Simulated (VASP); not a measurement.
A run of VASP 6.6.1 is set up as follows.

The input INCAR:

```
ALGO = Normal
EDIFF = 1E-7
ENCUT = 520
GGA = PE
ISIF = 2
ISMEAR = 0
IVDW = 13
LASPH = True
LCHARG = False
LREAL = False
LWAVE = False
NBANDS = 15
NELM = 80
PREC = Accurate
SIGMA = 0.05
```

File KPOINTS:

```
k-points
0
Gamma
  8 8 8
```

POSCAR

```
HfB2
1.0
    3.1481337851      0.0000000000      0.0000000000
   -1.5740668925      2.7263638325      0.0000000000
    0.0000000000      0.0000000000      3.4620581487
Hf B
1 2
Direct
    0.0000000000      0.0000000000      0.0000000000
    0.3333333333      0.6666666667      0.5000000000
    0.6666666667      0.3333333333      0.5000000000
```

Potentials or basis: VASP PAW PBE potentials, release 64 (Hf_pv, B).

Command:

```bash
$ cat potpaw_PBE.64/Hf_pv/POTCAR potpaw_PBE.64/B/POTCAR > POTCAR
$ mpirun -np 1 vasp_std > vasp.out
```

Q: Predict the pressure.

A: -5.0 GPa.

Q: Estimate the dispersion energy per atom.

A: -0.309 eV.

Q: Predict the band gap on the k mesh.

A: Zero (band 8 reaches 8.18 eV, above the bottom of band 9 at 7.67 eV).

Stress tensor (GPa, compression positive):
```
-5.06  0.00  0.00
 0.00 -5.06  0.00
 0.00  0.00 -4.79
```

Caveat: spin-orbit coupling is left out, which moves the levels of the heavy elements; pairwise dispersion overbinds metals, which lowers pressure and volume.
